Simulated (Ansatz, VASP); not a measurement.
**RbBr: VASP beside Ansatz**

File POSCAR:

```
RbBr
1.0
    0.0000000000      3.8694968646      3.8694968646
    3.8694968646      0.0000000000      3.8694968646
    3.8694968646      3.8694968646      0.0000000000
Rb Br
1 1
Direct
    0.0000000000      0.0000000000      0.0000000000
    0.2500000000      0.2500000000      0.2500000000
```

The input INCAR.step1:

```
PREC = Accurate
ENCUT = 520
EDIFF = 1E-5
ISMEAR = 0
SIGMA = 0.01
LREAL = F
LASPH = T
NELM = 60
ALGO = Normal
ISIF = 2
LWAVE = T
LCHARG = F
NBANDS = 15
GGA = PE
```

Contents of INCAR.step2:

```
PREC = Accurate
ENCUT = 520
EDIFF = 1E-6
ISMEAR = 0
SIGMA = 0.01
LREAL = F
LASPH = T
NELM = 60
ALGO = Normal
ISIF = 2
LWAVE = F
LCHARG = F
GGA = PE
LHFCALC = T
AEXX = 0.35
HFSCREEN = 0.3
PRECFOCK = Normal
NBANDS = 15
ISTART = 1
```

Contents of KPOINTS:

```
regular mesh
0
Gamma
  4 4 4
```

Input for Ansatz:

```yaml
crystal:
  lattice:
    - [0.0, 3.8694968646, 3.8694968646]
    - [3.8694968646, 0.0, 3.8694968646]
    - [3.8694968646, 3.8694968646, 0.0]
  atoms:
    - { symbol: Rb, position: [0.0, 0.0, 0.0] }
    - { symbol: Br, position: [0.25, 0.25, 0.25] }
kpoints:
  mp_grid: { grid: [4, 4, 4] }
hamiltonian:
  xc: { exchange: pbe, correlation: pbe, exx: { coeff: 0.35, omega: 0.3 } }
scf:
  occupations: { method: fixed }
  n_extra_bands: 4
output:
  forces: true
  stress: true
  eigenvalues: true
```

Alike in both runs: task single point; functional PBE-based screened hybrid with a share of 0.35 of exact exchange and HFSCREEN = 0.3; k mesh 4 × 4 × 4; no spin polarisation.

```csv
,VASP,Ansatz
version,VASP 6.6.1,Ansatz 0.2.0
potentials or method,"VASP PAW PBE potentials, release 64 (Rb_sv, Br)",plane waves
plane-wave cutoff (eV),520,420
occupations,"gaussian, width 0.01 eV",fixed
valence electrons in the cell,16,16
```

```csv
,VASP,Ansatz,Ansatz less VASP
gap on the k mesh at the Fermi level (eV),5.31,5.30,-0.004
pressure (GPa),0.0,0.0,-0.01
```

VASP's potentials were made for PBE, not for PBE-based screened hybrid. Ansatz's warnings: stress exchange threshold loose, stress scf threshold loose.
